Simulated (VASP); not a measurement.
# Si (Pm-3m) in VASP: a series of runs

The runs below take Si through relaxation of cell and atoms, single point, with r2SCAN.

Program: VASP 6.6.1. These are calculated values, not measurements. Logs are shortened: lines on timing, memory, paths and dates and some standing lists are left out, and cuts for length are marked.

**1. The cell of the first run**

It takes space group Pm-3m (No. 221, cubic). Conventional cell: a = 2.531 Å, b = 2.531 Å, c = 2.531 Å, α = 90.00°, β = 90.00°, γ = 90.00°. Si (site symmetry m-3m) has 6 Si at 2.53 Å within 3.3 Å.

**2. Relaxation of cell and atoms, r2SCAN**

Input file POSCAR:

```
Si
1.0
    2.5311671355      0.0000000000      0.0000000000
    0.0000000000      2.5311671355      0.0000000000
    0.0000000000      0.0000000000      2.5311671355
Si
1
Direct
    0.0000000000      0.0000000000      0.0000000000
```

Input file INCAR.step1:

```
ALGO = Normal
EDIFF = 1E-4
ENCUT = 600
GGA = PE
ISMEAR = -1
LASPH = T
LCHARG = F
LREAL = F
LWAVE = T
NELM = 80
PREC = Accurate
SIGMA = 0.1
```

Input file INCAR.step2:

```
ALGO = Normal
EDIFF = 1E-6
EDIFFG = -0.01
ENCUT = 600
IBRION = 2
ISIF = 3
ISMEAR = -1
ISTART = 1
LASPH = T
LCHARG = F
LMIXTAU = T
LREAL = F
LWAVE = F
METAGGA = R2SCAN
NELM = 80
NSW = 80
PREC = Accurate
SIGMA = 0.1
```

Input file KPOINTS:

```
k-points
0
Gamma
  12 12 12
```

Potentials or basis: VASP PAW PBE potentials, release 64 (Si).

Command:

```sh
> cat potpaw_PBE.64/Si/POTCAR > POTCAR
> cp INCAR.step1 INCAR
> mpirun -np 1 vasp_std > vasp.out
> cp INCAR.step2 INCAR
> mpirun -np 1 vasp_std > vasp.out
```

OUTCAR:

```text
EDIFF = 1E-6
   EDIFFG = -0.01
   ENCUT = 600
   IBRION = 2
   ISIF = 3
   ISMEAR = -1
   ISTART = 1
   LASPH = T
   LREAL = F
   METAGGA = R2SCAN
   NELM = 80
   NSW = 80
   PREC = Accurate

 ion  position               nearest neighbor table
   1  0.000  0.000  0.000-

  LATTYP: Found a simple cubic cell.
 ALAT       =     2.5311671355

  Lattice vectors:

 A1 = (   2.5311671355,   0.0000000000,   0.0000000000)
 A2 = (   0.0000000000,   2.5311671355,   0.0000000000)
 A3 = (   0.0000000000,   0.0000000000,   2.5311671355)

Analysis of symmetry for initial positions (statically):
=====================================================================
 Subroutine PRICEL returns:
 Original cell was already a primitive cell.

 Routine SETGRP: Setting up the symmetry group for a
 simple cubic supercell.

 Subroutine GETGRP returns: Found 48 space group operations
 (whereof 48 operations were pure point group operations)
 out of a pool of 48 trial point group operations.

The static configuration has the point symmetry O_h .

Analysis of symmetry for dynamics (positions and initial velocities):
=====================================================================
 Subroutine PRICEL returns:
 Original cell was already a primitive cell.

 Routine SETGRP: Setting up the symmetry group for a
 simple cubic supercell.

 Subroutine GETGRP returns: Found 48 space group operations
 (whereof 48 operations were pure point group operations)
 out of a pool of 48 trial point group operations.

The dynamic configuration has the point symmetry O_h .

 Subroutine INISYM returns: Found 48 space group operations
 (whereof 48 operations are pure point group operations),
 and found     1 'primitive' translations

----------------------------------------------------------------------------------------

                                     Primitive cell

  volume of cell :      16.2167

  direct lattice vectors                    reciprocal lattice vectors
     2.531167136  0.000000000  0.000000000     0.395074662  0.000000000  0.000000000
     0.000000000  2.531167136  0.000000000     0.000000000  0.395074662  0.000000000
     0.000000000  0.000000000  2.531167136     0.000000000  0.000000000  0.395074662

  length of vectors
     2.531167136  2.531167136  2.531167136     0.395074662  0.395074662  0.395074662

  position of ions in fractional coordinates (direct lattice)
     0.000000000  0.000000000  0.000000000

  ion indices of the primitive-cell ions
   primitive index   ion index
                 1           1

----------------------------------------------------------------------------------------

 KPOINTS: k-points

Automatic generation of k-mesh.
 Grid dimensions read from file:
 generate k-points for:   12   12   12

 Generating k-lattice:

  Cartesian coordinates                     Fractional coordinates (reciprocal lattice)
     0.032922888  0.000000000  0.000000000     0.083333333  0.000000000  0.000000000
     0.000000000  0.032922888  0.000000000     0.000000000  0.083333333  0.000000000
     0.000000000  0.000000000  0.032922888     0.000000000  0.000000000  0.083333333

  Length of vectors
     0.032922888  0.032922888  0.032922888

  Shift w.r.t. Gamma in fractional coordinates (k-lattice)
     0.000000000  0.000000000  0.000000000

 Subroutine IBZKPT returns following result:
 ===========================================

 Found     84 irreducible k-points:

 Following reciprocal coordinates:
            Coordinates               Weight
  0.000000  0.000000  0.000000      1.000000
  0.083333  0.000000  0.000000      6.000000
  0.166667  0.000000  0.000000      6.000000
  0.250000  0.000000  0.000000      6.000000
  0.333333  0.000000  0.000000      6.000000
  0.416667  0.000000  0.000000      6.000000
[... 16 lines left out ...]
  0.333333  0.333333  0.000000     12.000000
  0.416667  0.333333  0.000000     24.000000
 [... further k-points ...]
   k-points           NKPTS =     84   k-points in BZ     NKDIM =     84   number of bands    NBANDS=      6
   number of dos      NEDOS =    301   number of ions     NIONS =      1
   total plane-waves  NPLWV =   8000
   dimension x,y,z NGX =    20 NGY =   20 NGZ =   20
   dimension x,y,z NGXF=    40 NGYF=   40 NGZF=   40
   ions per type =               1
   NGX,Y,Z   is equivalent  to a cutoff of  13.14, 13.14, 13.14 a.u.
   NGXF,Y,Z  is equivalent  to a cutoff of  26.27, 26.27, 26.27 a.u.
 SYSTEM =  unknown system
   PREC   = accura    normal or accurate (medium, high low for compatibility)
   ISTART =      1    job   : 0-new  1-cont  2-samecut
   ICHARG =      0    charge: 1-file 2-atom 10-const
   ISPIN  =      1    spin polarized calculation?
   LNONCOLLINEAR =      F non collinear calculations
   LSORBIT =      F    spin-orbit coupling
   LASPH  =      T    aspherical Exc in radial PAW
   ENCUT  =  600.0 eV  44.10 Ry    6.64 a.u.   5.06  5.06  5.06*2*pi/ulx,y,z
   NELM   =     80;   NELMIN=  2; NELMDL=  0     # of ELM steps
   EDIFF  = 0.1E-05   stopping-criterion for ELM
   LREAL  =      F    real-space projection
   EDIFFG = -.1E-01   stopping-criterion for IOM
   NSW    =     80    number of steps for IOM
   IBRION =      2    ionic relax: 0-MD 1-quasi-New 2-CG
   NFREE  =      1    steps in history (QN), initial steepest desc. (CG)
   ISIF   =      3    stress and relaxation
   ISYM   =      2    0-nonsym 1-usesym 2-fastsym
   POTIM  = 0.5000    time-step for ionic-motion
   TEBEG  =    0.0;   TEEND  =   0.0 temperature during run
   PSTRESS=    0.0 pullay stress
   NELECT =       4.0000    total number of electrons
   NUPDOWN=      -1.0000    fix difference up-down
   EMIN   =  10.00;   EMAX   =-10.00  energy-range for DOS
   EFERMI =   0.00;   METHOD = LEGACY
   ISMEAR =    -1;   SIGMA  =   0.10  broadening in eV -4-tet -1-fermi 0-gaus
   EFERMI_NEDOS =   21; number of points for ismear=-14 and -15
   IALGO  =     38    algorithm
   IMIX   =      4    mixing-type and parameters
     AMIX     =   0.40;   BMIX     =  1.00
     AMIX_MAG =   1.60;   BMIX_MAG =  1.00
  volume/ion in A,a.u.               =      16.22       109.44
  Fermi-wavevector in a.u.,A,eV,Ry     =   1.026693  1.940169 14.341886  1.054099
  Thomas-Fermi vector in A             =   2.160599
   LORBIT       =      0    0 simple, 1 ext, 2 COOP (PROOUT), +10 PAW based schemes
   METAGGA = R2SCAN    functional components
   LHFCALC =     F    Hartree Fock is set to
   AEXX    =    0.0000 exact exchange contribution
   IVDW    =     0    specifies the selected vdW correction
   LEPSILON=     F    determine dielectric tensor
   LRPA    =     F    only Hartree local field effects (RPA)
 conjugate gradient relaxation of ions
 non-spin polarized calculation
  energy-cutoff  :      600.00
  volume of cell :       16.22
 maximum number of plane-waves:       554
   NGX = 11   NGY = 11   NGZ = 11

--------------------------------------- Ionic step        1  -------------------------------------------

 number of electron       4.0000000 magnetization

 Free energy of the ion-electron system (eV)
  ---------------------------------------------------
  ext. energy  EPLUGINS =         0.00000000
  ---------------------------------------------------
  free energy    TOTEN  =        -8.29226968 eV

  energy without entropy =       -8.27793413  energy(sigma->0) =       -8.28510190

------------------------ aborting loop because EDIFF is reached ----------------------------------------

  FORCE on cell =-STRESS in cart. coord.  units (eV):
  Direction    XX          YY          ZZ          XY          YZ          ZX
  --------------------------------------------------------------------------------------
  -------------------------------------------------------------------------------------
  Total       -0.1161816     -0.1161816     -0.1161816      0.0000000      0.0000000      0.0000000
  in kB      -11.4785104    -11.4785104    -11.4785104      0.0000000      0.0000000      0.0000000
  external PRESSURE =     -11.4785104 kB  Pullay stress =       0.0000000 kB
[... 55 lines left out ...]
  energy  without entropy=       -8.2785800371  energy(sigma->0) =       -8.28564406

--------------------------------------- Ionic step        3  -------------------------------------------

 number of electron       4.0000000 magnetization

 Free energy of the ion-electron system (eV)
  ---------------------------------------------------
  ext. energy  EPLUGINS =         0.00000000
  ---------------------------------------------------
  free energy    TOTEN  =        -8.29289220 eV

  energy without entropy =       -8.27869184  energy(sigma->0) =       -8.28579202

 E-fermi :   8.3690     XC(G=0): -11.2177

 val. band max:        8.3110654740   @ k =   0.3333   0.3333   0.0000
 cond. band min:       8.4128964218   @ k =   0.5000   0.5000   0.4167
 fundamental gap:      0.1018309478
 Fermi energy:         8.3689756419

 k-point     1 :       0.0000    0.0000    0.0000
  band No.  band energies     occupation
      1      -5.6291      2.00000
      2      16.2063      0.00000
      3      16.2063      0.00000
      4      16.6250      0.00000
      5      16.6250      0.00000
      6      16.6250      0.00000

 k-point     2 :       0.0833    0.0000    0.0000
  band No.  band energies     occupation
      1      -5.4650      2.00000
      2      13.3606      0.00000
      3      16.3390      0.00000
      4      16.7620      0.00000
      5      16.7620      0.00000
      6      19.2521      0.00000
[... 190 lines left out ...]
 k-point    24 :       0.4167    0.3333    0.0000
  band No.  band energies     occupation
      1       0.8473      2.00000
      2       4.9527      2.00000
      3       8.7324      0.05142
      4      13.8698      0.00000
      5      21.7454      0.00000
      6      25.7447      0.00000

 [... further k-points ...]
[... 5 lines left out ...]
  --------------------------------------------------------------------------------------
  -------------------------------------------------------------------------------------
  Total       -0.0022628     -0.0022628     -0.0022628     -0.0000000     -0.0000000      0.0000000
  in kB       -0.2260013     -0.2260013     -0.2260013     -0.0000000     -0.0000000      0.0000000
  external PRESSURE =      -0.2260013 kB  Pullay stress =       0.0000000 kB
[... 16 lines left out ...]
  FREE ENERGIE OF THE ION-ELECTRON SYSTEM (eV)
  ---------------------------------------------------
  free  energy   TOTEN  =        -8.2928922039 eV

  energy  without entropy=       -8.2786918400  energy(sigma->0) =       -8.28579202

 reached required accuracy - stopping structural energy minimisation
```

Run time: 84 s. Hardware: 1 thread of Intel Xeon 8259CL, shared host; peak memory 0.13 GiB.

What came out:

```
Free energy                            : -8.2929 eV
Relaxed volume                         : 16.04 Å³/atom
Relaxed cell                           : a = 2.522 Å, b = 2.522 Å, c = 2.522 Å, α = 90.00°, β = 90.00°, γ = 90.00°
Space group after relaxing (to 0.05 Å) : Pm-3m (No. 221)
Energy gained by relaxing              : 0.6 meV/atom
Ionic steps                            : 3
Pressure after relaxing                : 0.0 GPa
Band gap on the k mesh                 : zero (band 2 reaches 16.21 eV, above the bottom of band 3 at 5.24 eV)
```

Step by step:
```csv
step,energy change (eV),largest force (eV/Å),pressure (GPa),volume (Å³)
1,0.0000,0.0000,-1.15,16.22
2,-0.0004,0.0000,0.63,15.95
3,-0.0006,0.0000,-0.02,16.04
```

Final structure:
```
CELL_PARAMETERS angstrom
2.52203 0.00000 0.00000
0.00000 2.52203 0.00000
0.00000 0.00000 2.52203
ATOMIC_POSITIONS crystal
Si 0.00000 0.00000 0.00000
```

Caveat: the PAW data sets were made with another functional, which shifts forces and pressure a little.

**3. Single point, r2SCAN, non-collinear spin, zero start, spin-orbit coupling**

This run uses another cell than the first one, of 16.05 Å³/atom, 0.990 times its volume.

Input file POSCAR:

```
Si
1.0
    2.5226526954      0.0000000000      0.0000000000
    0.0000000000      2.5226526954      0.0000000000
    0.0000000000      0.0000000000      2.5226526954
Si
1
Direct
    0.0000000000      0.0000000000      0.0000000000
```

Input file INCAR.step1:

```
  ALGO = Normal
  EDIFF = 1E-4
  ENCUT = 520
  GGA = PE
  GGA_COMPAT = False
  ISMEAR = -1
  LASPH = True
  LCHARG = False
  LNONCOLLINEAR = True
  LREAL = False
  LSORBIT = True
  LWAVE = True
  MAGMOM = 0 0 0
  NBANDS = 15
  NELM = 150
  PREC = Accurate
  SIGMA = 0.1
```

Input file INCAR.step2:

```
  ALGO = Normal
  EDIFF = 1E-6
  ENCUT = 520
  GGA_COMPAT = False
  ISIF = 2
  ISMEAR = -1
  ISTART = 1
  LASPH = True
  LCHARG = False
  LMIXTAU = True
  LNONCOLLINEAR = True
  LORBIT = 11
  LORBMOM = True
  LREAL = False
  LSORBIT = True
  LWAVE = False
  MAGMOM = 0 0 0
  METAGGA = R2SCAN
  NBANDS = 15
  NELM = 150
  PREC = Accurate
  SIGMA = 0.1
```

KPOINTS is that of step 2.

Potentials or basis: VASP PAW PBE potentials, release 64 (Si).

Command:

```sh
> cat potpaw_PBE.64/Si/POTCAR > POTCAR
> cp INCAR.step1 INCAR
> mpirun -np 1 vasp_ncl > vasp.out
> cp INCAR.step2 INCAR
> mpirun -np 1 vasp_ncl > vasp.out
```

OUTCAR:

```text
EDIFF = 1E-6
   ENCUT = 520
   ISIF = 2
   ISMEAR = -1
   ISTART = 1
   LASPH = True
   LNONCOLLINEAR = True
   LORBIT = 11
   LREAL = False
   LSORBIT = True
   METAGGA = R2SCAN
   NELM = 150
   PREC = Accurate

 ion  position               nearest neighbor table
   1  0.000  0.000  0.000-

  LATTYP: Found a simple cubic cell.
 ALAT       =     2.5226526954

  Lattice vectors:

 A1 = (   2.5226526954,   0.0000000000,   0.0000000000)
 A2 = (   0.0000000000,   2.5226526954,   0.0000000000)
 A3 = (   0.0000000000,   0.0000000000,   2.5226526954)

Analysis of symmetry for initial positions (statically):
=====================================================================
 Subroutine PRICEL returns:
 Original cell was already a primitive cell.

 Routine SETGRP: Setting up the symmetry group for a
 simple cubic supercell.

 Subroutine GETGRP returns: Found 48 space group operations
 (whereof 48 operations were pure point group operations)
 out of a pool of 48 trial point group operations.

The static configuration has the point symmetry O_h .

Analysis of symmetry for dynamics (positions and initial velocities):
=====================================================================
 Subroutine PRICEL returns:
 Original cell was already a primitive cell.

 Routine SETGRP: Setting up the symmetry group for a
 simple cubic supercell.

 Subroutine GETGRP returns: Found 48 space group operations
[... 635 lines left out ...]
  ---------------------------------------------------
  free  energy   TOTEN  =        -8.2931928117 eV

  energy  without entropy=       -8.2789930555  energy(sigma->0) =       -8.28609293

 orbital moment (x)

 # of ion     p       tot
 --------------------------------
  1        -0.000  -0.000
 --------------------------------
           -0.000  -0.000

 orbital moment (y)

 # of ion     p       tot
 --------------------------------
  1         0.000   0.000
 --------------------------------
            0.000   0.000

 orbital moment (z)

 # of ion     p       tot
 --------------------------------
  1         0.000   0.000
 --------------------------------
            0.000   0.000

 Spin-Orbit-Coupling matrix elements

 Ion:    1  E_soc:     -0.0003576
 l=   1
     0.0000000    -0.0000596    -0.0000596
    -0.0000596     0.0000000    -0.0000596
    -0.0000596    -0.0000596     0.0000000
 l=   2
     0.0000000     0.0000000     0.0000000     0.0000000     0.0000000
     0.0000000     0.0000000     0.0000000     0.0000000     0.0000000
     0.0000000     0.0000000     0.0000000     0.0000000     0.0000000
     0.0000000     0.0000000     0.0000000     0.0000000     0.0000000
     0.0000000     0.0000000     0.0000000     0.0000000     0.0000000
 l=   3
     0.0000000     0.0000000     0.0000000     0.0000000     0.0000000     0.0000000     0.0000000
     0.0000000     0.0000000     0.0000000     0.0000000     0.0000000     0.0000000     0.0000000
     0.0000000     0.0000000     0.0000000     0.0000000     0.0000000     0.0000000     0.0000000
     0.0000000     0.0000000     0.0000000     0.0000000     0.0000000     0.0000000     0.0000000
     0.0000000     0.0000000     0.0000000     0.0000000     0.0000000     0.0000000     0.0000000
     0.0000000     0.0000000     0.0000000     0.0000000     0.0000000     0.0000000     0.0000000
     0.0000000     0.0000000     0.0000000     0.0000000     0.0000000     0.0000000     0.0000000

 total charge

# of ion       s       p       d       tot
------------------------------------------
    1        0.792   0.836   0.000   1.628

 magnetization (x)

# of ion       s       p       d       tot
------------------------------------------
    1       -0.000  -0.000   0.000  -0.000

 magnetization (y)

# of ion       s       p       d       tot
------------------------------------------
    1       -0.000   0.000   0.000  -0.000

 magnetization (z)

# of ion       s       p       d       tot
------------------------------------------
    1       -0.000  -0.000   0.000  -0.000
```

OSZICAR.step1:

```text
N       E                     dE             d eps       ncg     rms          rms(c)
DAV:   1     0.247902053774E+01    0.24790E+01   -0.16136E+03  2520   0.425E+02
DAV:   2    -0.487319799807E+01   -0.73522E+01   -0.70284E+01  3382   0.752E+01
DAV:   3    -0.506965026545E+01   -0.19645E+00   -0.19448E+00  3137   0.857E+00
DAV:   4    -0.507035384647E+01   -0.70358E-03   -0.70352E-03  3046   0.665E-01
DAV:   5    -0.507035724841E+01   -0.34019E-05   -0.34013E-05  3185   0.422E-02    0.271E+00
DAV:   6    -0.507101629449E+01   -0.65905E-03   -0.66494E-04  3038   0.182E-01    0.157E+00
DAV:   7    -0.507156881299E+01   -0.55252E-03   -0.19682E-03  2968   0.306E-01    0.155E-01
DAV:   8    -0.507161149339E+01   -0.42680E-04   -0.39483E-05  3000   0.503E-02
   1 F= -.50716115E+01 E0= -.50639579E+01  d E =-.153072E-01  mag=    -0.0000    -0.0000     0.0000
```

Run time: 4.3 min. Hardware: 1 thread of Intel Xeon 8259CL, shared host; peak memory 0.18 GiB.

What came out:

```
Free energy                                           : -8.2932 eV
Pressure                                              : -0.1 GPa
Net moment                                            : 0.00 μB per cell
Valence electrons inside the program's atomic spheres : Si 1.63
```

Moments on the atoms (μB; x, y, z):
```
Si  0.00 0.00 0.00
```

Caveat: the PAW data sets were made with another functional, which shifts forces and pressure a little.
